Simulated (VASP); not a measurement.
Crystal: Ni.

```xyz
1
Lattice="2.4918 0.0000 0.0000 1.2459 2.1579 0.0000 1.2459 0.7193 2.0345" Properties=species:S:1:pos:R:3 pbc="T T T"
Ni    0.0000    0.0000    0.0000
```

- Program: VASP 6.6.1
- Task: relaxation of cell and atoms
- Functional: PBE
- Dispersion: D4
- Potentials or basis: VASP PAW PBE potentials, release 64 (Ni)
- Cutoff: 600 eV
- k mesh: 14 × 14 × 14
- Occupations: methfessel-paxton, width 0.3 eV
- Spin: collinear spin, ferromagnetic start
- Starting moments: [1.0] μB

At the start: pressure -7.2 GPa; volume 10.94 Å³/atom.

Question: How do energy, volume and symmetry change on relaxing?

Answer: Over 3 steps the energy falls by 9.2 meV/atom and the volume is 10.55 Å³/atom (-3.6 %); space group Fm-3m (No. 225, to 0.05 Å); moment 0.59 μB per cell.

The path:
```
step  energy change (eV)  largest force (eV/Å)  pressure (GPa)  volume (Å³)
   1              0.0000                0.0000           -7.17        10.94
   2             -0.0003                0.0000            8.19        10.18
   3             -0.0092                0.0000            0.00        10.55
```

Final structure:
```
Ni
1.0
     2.46149    0.00000    0.00000
     1.23075    2.13171    0.00000
     1.23075    0.71057    2.00980
Ni
1
Direct
  0.00000 0.00000 0.00000
```

Caveat: pairwise dispersion overbinds metals, which lowers pressure and volume.
